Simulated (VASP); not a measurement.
# Cd5O2 in VASP: notebook

The runs below take Cd5O2 through single point, with PBE.

All numbers are computed with VASP 6.6.1; they aren't measurements. Logs are shortened: lines on timing, memory, paths and dates and some standing lists are left out, and cuts for length are marked.

## Step 1: The cell of the first run

It takes space group P-3m1 (No. 164, trigonal). Conventional cell: a = 3.373 Å, b = 3.373 Å, c = 12.632 Å, α = 90.00°, β = 90.00°, γ = 120.00°. Within 3.2 Å of Cd (site symmetry -3m) lie 6 O at 2.39 Å. Cd (site symmetry 3m) has 3 O at 2.41 Å and 3 Cd at 3.06 Å within 3.2 Å. Within 4.0 Å of Cd (site symmetry 3m) lie 12 Cd at 3.03 to 3.37 Å and 1 O at 3.77 Å. Within 3.2 Å of O (site symmetry 3m) lie 6 Cd at 2.39 to 2.41 Å.

## Step 2: Single point, PBE

INCAR reads:

```
PREC = Accurate ; ENCUT = 520
EDIFF = 1E-6 ; ISMEAR = 0
SIGMA = 0.2 ; LREAL = F
LASPH = T ; NELM = 80
ALGO = Normal ; ISIF = 2
LWAVE = F ; LCHARG = F
GGA = PE ; NBANDS = 45
```

KPOINTS reads:

```
Automatic mesh
0
Gamma
  6 6 2
```

POSCAR reads:

```
Cd5O2
1.0
    3.3727236460      0.0000000000      0.0000000000
   -1.6863618230      2.9208643574      0.0000000000
    0.0000000000      0.0000000000     12.6318587538
Cd O
5 2
Direct
    0.0000000000      0.0000000000      0.0000000000
    0.3333333333      0.6666666667      0.2217848987
    0.6666666667      0.3333333333      0.7782151013
    0.6666666667      0.3333333333      0.4083099124
    0.3333333333      0.6666666667      0.5916900876
    0.3333333333      0.6666666667      0.8900165427
    0.6666666667      0.3333333333      0.1099834573
```

Potentials or basis: VASP PAW PBE potentials, release 64 (Cd, O).

Run with:

```
$ cat potpaw_PBE.64/Cd/POTCAR potpaw_PBE.64/O/POTCAR > POTCAR
$ mpirun -np 1 vasp_std > vasp.out
```

OUTCAR:

```text
PREC = Accurate
   ENCUT = 520
   EDIFF = 1E-6
   ISMEAR = 0
   LREAL = F
   LASPH = T
   NELM = 80
   ISIF = 2
   GGA = PE

 ion  position               nearest neighbor table
   1  0.000  0.000  0.000-   6 2.39   7 2.39   7 2.39   6 2.39   7 2.39   6 2.39   2 3.41   3 3.41
                             2 3.41   3 3.41   3 3.41   2 3.41
   2  0.333  0.667  0.222-   7 2.41   7 2.41   7 2.41   4 3.06   4 3.06   4 3.06   1 3.41   1 3.41
                             1 3.41
   3  0.667  0.333  0.778-   6 2.41   6 2.41   6 2.41   5 3.06   5 3.06   5 3.06   1 3.41   1 3.41
                             1 3.41
   4  0.667  0.333  0.408-   5 3.03   5 3.03   5 3.03   2 3.06   2 3.06   2 3.06
   5  0.333  0.667  0.592-   4 3.03   4 3.03   4 3.03   3 3.06   3 3.06   3 3.06
   6  0.333  0.667  0.890-   1 2.39   1 2.39   1 2.39   3 2.41   3 2.41   3 2.41
   7  0.667  0.333  0.110-   1 2.39   1 2.39   1 2.39   2 2.41   2 2.41   2 2.41

  LATTYP: Found a hexagonal cell.
 ALAT       =     3.3727236460
 C/A-ratio  =     3.7452990757

  Lattice vectors:

 A1 = (   3.3727236460,   0.0000000000,   0.0000000000)
 A2 = (  -1.6863618230,   2.9208643574,   0.0000000000)
 A3 = (   0.0000000000,   0.0000000000,  12.6318587538)

Analysis of symmetry for initial positions (statically):
=====================================================================
 Subroutine PRICEL returns:
 Original cell was already a primitive cell.

 Routine SETGRP: Setting up the symmetry group for a
 hexagonal supercell.

 Subroutine GETGRP returns: Found 12 space group operations
 (whereof 12 operations were pure point group operations)
 out of a pool of 24 trial point group operations.

The static configuration has the point symmetry D_3d.

Analysis of symmetry for dynamics (positions and initial velocities):
=====================================================================
 Subroutine PRICEL returns:
 Original cell was already a primitive cell.

 Routine SETGRP: Setting up the symmetry group for a
 hexagonal supercell.

 Subroutine GETGRP returns: Found 12 space group operations
 (whereof 12 operations were pure point group operations)
 out of a pool of 24 trial point group operations.

The dynamic configuration has the point symmetry D_3d.

 Subroutine INISYM returns: Found 12 space group operations
 (whereof 12 operations are pure point group operations),
 and found     1 'primitive' translations

----------------------------------------------------------------------------------------

                                     Primitive cell

  volume of cell :     124.4398

  direct lattice vectors                    reciprocal lattice vectors
     3.372723646  0.000000000  0.000000000     0.296496276  0.171182205  0.000000000
    -1.686361823  2.920864357  0.000000000     0.000000000  0.342364409  0.000000000
     0.000000000  0.000000000 12.631858754     0.000000000  0.000000000  0.079164913

  length of vectors
     3.372723646  3.372723646 12.631858754     0.342364409  0.342364409  0.079164913

  position of ions in fractional coordinates (direct lattice)
     0.000000000  0.000000000  0.000000000
     0.333333333  0.666666667  0.221784899
     0.666666667  0.333333333  0.778215101
     0.666666667  0.333333333  0.408309912
     0.333333333  0.666666667  0.591690088
     0.333333333  0.666666667  0.890016543
     0.666666667  0.333333333  0.109983457

  ion indices of the primitive-cell ions
   primitive index   ion index
                 1           1
                 2           2
                 3           3
                 4           4
                 5           5
                 6           6
                 7           7

----------------------------------------------------------------------------------------

 KPOINTS: Automatic mesh

Automatic generation of k-mesh.
 Grid dimensions read from file:
 generate k-points for:    6    6    2

 Generating k-lattice:

  Cartesian coordinates                     Fractional coordinates (reciprocal lattice)
     0.049416046  0.028530367  0.000000000     0.166666667  0.000000000  0.000000000
     0.000000000  0.057060735  0.000000000     0.000000000  0.166666667  0.000000000
     0.000000000  0.000000000  0.039582457     0.000000000  0.000000000  0.500000000

  Length of vectors
     0.057060735  0.057060735  0.039582457

  Shift w.r.t. Gamma in fractional coordinates (k-lattice)
     0.000000000  0.000000000  0.000000000

 Subroutine IBZKPT returns following result:
 ===========================================

 Found     14 irreducible k-points:

 Following reciprocal coordinates:
            Coordinates               Weight
  0.000000  0.000000  0.000000      1.000000
  0.166667  0.000000  0.000000      6.000000
  0.333333 -0.000000  0.000000      6.000000
  0.500000 -0.000000  0.000000      3.000000
  0.166667  0.166667  0.000000      6.000000
  0.333333  0.166667  0.000000     12.000000
  0.333333  0.333333  0.000000      2.000000
  0.000000  0.000000  0.500000      1.000000
  0.166667  0.000000  0.500000      6.000000
  0.333333 -0.000000  0.500000      6.000000
  0.500000 -0.000000  0.500000      3.000000
  0.166667  0.166667  0.500000      6.000000
  0.333333  0.166667  0.500000     12.000000
  0.333333  0.333333  0.500000      2.000000
   k-points           NKPTS =     14   k-points in BZ     NKDIM =     14   number of bands    NBANDS=     45
   number of dos      NEDOS =    301   number of ions     NIONS =      7
   total plane-waves  NPLWV =  75264
   dimension x,y,z NGX =    28 NGY =   28 NGZ =   96
   dimension x,y,z NGXF=    56 NGYF=   56 NGZF=  192
   ions per type =               5   2
   NGX,Y,Z   is equivalent  to a cutoff of  13.80, 13.80, 12.63 a.u.
   NGXF,Y,Z  is equivalent  to a cutoff of  27.60, 27.60, 25.27 a.u.
 SYSTEM =  unknown system
   PREC   = accura    normal or accurate (medium, high low for compatibility)
   ISTART =      0    job   : 0-new  1-cont  2-samecut
   ICHARG =      2    charge: 1-file 2-atom 10-const
   ISPIN  =      1    spin polarized calculation?
   LNONCOLLINEAR =      F non collinear calculations
   LSORBIT =      F    spin-orbit coupling
   LASPH  =      T    aspherical Exc in radial PAW
   ENCUT  =  520.0 eV  38.22 Ry    6.18 a.u.   6.27  6.27 23.49*2*pi/ulx,y,z
   NELM   =     80;   NELMIN=  2; NELMDL= -5     # of ELM steps
   EDIFF  = 0.1E-05   stopping-criterion for ELM
   LREAL  =      F    real-space projection
   EDIFFG = 0.1E-04   stopping-criterion for IOM
   NSW    =      0    number of steps for IOM
   IBRION =     -1    ionic relax: 0-MD 1-quasi-New 2-CG
   NFREE  =      0    steps in history (QN), initial steepest desc. (CG)
   ISIF   =      2    stress and relaxation
   ISYM   =      2    0-nonsym 1-usesym 2-fastsym
   POTIM  = 0.5000    time-step for ionic-motion
   TEBEG  =    0.0;   TEEND  =   0.0 temperature during run
   PSTRESS=    0.0 pullay stress
   NELECT =      72.0000    total number of electrons
   NUPDOWN=      -1.0000    fix difference up-down
   EMIN   =  10.00;   EMAX   =-10.00  energy-range for DOS
   EFERMI =   0.00;   METHOD = LEGACY
   ISMEAR =     0;   SIGMA  =   0.20  broadening in eV -4-tet -1-fermi 0-gaus
   EFERMI_NEDOS =   21; number of points for ismear=-14 and -15
   IALGO  =     38    algorithm
   IMIX   =      4    mixing-type and parameters
     AMIX     =   0.40;   BMIX     =  1.00
     AMIX_MAG =   1.60;   BMIX_MAG =  1.00
  volume/ion in A,a.u.               =      17.78       119.97
  Fermi-wavevector in a.u.,A,eV,Ry     =   1.364162  2.577892 25.319588  1.860937
  Thomas-Fermi vector in A             =   2.490502
   LORBIT       =      0    0 simple, 1 ext, 2 COOP (PROOUT), +10 PAW based schemes
   GGA     = PE    functional components
   LHFCALC =     F    Hartree Fock is set to
   AEXX    =    0.0000 exact exchange contribution
   IVDW    =     0    specifies the selected vdW correction
   LEPSILON=     F    determine dielectric tensor
   LRPA    =     F    only Hartree local field effects (RPA)
 non-spin polarized calculation
 Gauss-broadening in eV      SIGMA  =   0.20
  energy-cutoff  :      520.00
  volume of cell :      124.44
 maximum number of plane-waves:      3394
 NGX is ok and might be reduce to    28
   NGX = 13   NGY = 13   NGZ = 47

 number of electron      72.0000000 magnetization

 Free energy of the ion-electron system (eV)
  ---------------------------------------------------
  ext. energy  EPLUGINS =         0.00000000
  ---------------------------------------------------
  free energy    TOTEN  =       -17.30288452 eV

  energy without entropy =      -17.26091835  energy(sigma->0) =      -17.28190143

 E-fermi :   2.6942     XC(G=0): -10.9822

 val. band max:        2.6781287579   @ k =   0.5000  -0.0000   0.5000
 cond. band min:       2.7403371241   @ k =   0.3333   0.3333   0.0000
 fundamental gap:      0.0622083662
 Fermi energy:         2.6942037817

 k-point     1 :       0.0000    0.0000    0.0000
  band No.  band energies     occupation
      1     -15.6907      2.00000
      2     -15.3507      2.00000
      3      -6.5576      2.00000
      4      -6.4180      2.00000
      5      -6.2869      2.00000
      6      -6.2869      2.00000
[... 37 lines left out ...]
     44      13.0244      0.00000
     45      13.0255      0.00000

 k-point     2 :       0.1667    0.0000    0.0000
  band No.  band energies     occupation
      1     -15.5783      2.00000
      2     -15.3133      2.00000
      3      -6.5108      2.00000
      4      -6.3928      2.00000
      5      -6.2984      2.00000
      6      -6.2529      2.00000
[... 37 lines left out ...]
     44      11.3066      0.00000
     45      12.1954      0.00000

 k-point     3 :       0.3333   -0.0000    0.0000
  band No.  band energies     occupation
      1     -15.3480      2.00000
      2     -15.2364      2.00000
      3      -6.5947      2.00000
      4      -6.5417      2.00000
      5      -6.4357      2.00000
      6      -6.3047      2.00000
[... 517 lines left out ...]
     44       8.2639      0.00000
     45       8.9539      0.00000

 k-point    14 :       0.3333    0.3333    0.5000
  band No.  band energies     occupation
      1     -15.1753      2.00000
      2     -15.1753      2.00000
      3      -6.6425      2.00000
      4      -6.4265      2.00000
      5      -6.4265      2.00000
      6      -6.4027      2.00000
[... 37 lines left out ...]
     44       8.1521      0.00000
     45       8.4038      0.00000

------------------------ aborting loop because EDIFF is reached ----------------------------------------

  FORCE on cell =-STRESS in cart. coord.  units (eV):
  Direction    XX          YY          ZZ          XY          YZ          ZX
  --------------------------------------------------------------------------------------
  -------------------------------------------------------------------------------------
  Total        0.4571081      0.4571081      0.2318974      0.0000000      0.0000000      0.0000000
  in kB        5.8853196      5.8853196      2.9857056      0.0000000      0.0000000      0.0000000
  external PRESSURE =       4.9187816 kB  Pullay stress =       0.0000000 kB

 VOLUME and BASIS-vectors are now :
 -----------------------------------------------------------------------------
  energy-cutoff  :      520.00
  volume of cell :      124.44
      direct lattice vectors                 reciprocal lattice vectors
     3.372723646  0.000000000  0.000000000     0.296496276  0.171182205  0.000000000
    -1.686361823  2.920864357  0.000000000     0.000000000  0.342364409  0.000000000
     0.000000000  0.000000000 12.631858754     0.000000000  0.000000000  0.079164913

 POSITION                                       TOTAL-FORCE (eV/Angst)
 -----------------------------------------------------------------------------------
      0.00000      0.00000      0.00000         0.000000      0.000000      0.000000
     -0.00000      1.94724      2.80156         0.000000     -0.000000      0.046141
      1.68636      0.97362      9.83030        -0.000000      0.000000     -0.046141
      1.68636      0.97362      5.15771        -0.000000      0.000000     -0.012017
     -0.00000      1.94724      7.47415         0.000000     -0.000000      0.012017
     -0.00000      1.94724     11.24256        -0.000000      0.000000      0.005150
      1.68636      0.97362      1.38930         0.000000     -0.000000     -0.005150
 -----------------------------------------------------------------------------------
    total drift:                               -0.000000      0.000000      0.000000

  FREE ENERGIE OF THE ION-ELECTRON SYSTEM (eV)
  ---------------------------------------------------
  free  energy   TOTEN  =       -17.3028845176 eV

  energy  without entropy=      -17.2609183487  energy(sigma->0) =      -17.28190143
```

Run time: 50 s. Hardware: 1 thread of Intel Xeon 6975P-C (Granite Rapids), shared host; peak memory 0.27 GiB.

What came out:

```yaml
Free_energy: -17.3029 eV
Pressure: 0.5 GPa
Largest_force: 0.046 eV/Å
Band_gap_on_the_k_mesh: zero (bands 36 and 37 overlap by 1.33 eV)
```

Forces on the atoms (eV/Å):
```
Cd   0.000  0.000  0.000
Cd   0.000  0.000  0.046
Cd   0.000  0.000 -0.046
Cd   0.000  0.000 -0.012
Cd   0.000  0.000  0.012
O    0.000  0.000  0.005
O    0.000  0.000 -0.005
```

Stress tensor (GPa, compression positive):
```
0.59 0.00 0.00
0.00 0.59 0.00
0.00 0.00 0.30
```

Levels at points of the mesh, in eV from the Fermi level:
| k point | band 32 | band 33 | band 34 | band 35 | band 36 | band 37 | band 38 | band 39 | band 40 | band 41 |
| --- | --- | --- | --- | --- | --- | --- | --- | --- | --- | --- |
| (0.00, 0.00, 0.00) | -3.20 | -2.42 | -2.42 | -1.86 | -1.86 | 0.16 | 0.46 | 4.19 | 5.17 | 10.22 |
| (0.50, 0.00, 0.00) | -3.07 | -2.52 | -2.17 | -2.11 | -0.76 | -0.35 | 1.17 | 2.11 | 3.16 | 3.74 |
| (0.00, 0.00, 0.50) | -2.42 | -2.42 | -1.99 | -1.86 | -1.86 | -1.21 | 1.74 | 2.98 | 7.03 | 7.58 |
| (0.50, 0.00, 0.50) | -3.08 | -2.48 | -2.22 | -2.11 | -0.91 | -0.02 | 0.99 | 1.86 | 3.72 | 3.82 |

[end of part 1 of 2]

The gap in the log of VASP goes by the Fermi energy; the results here count the filled bands.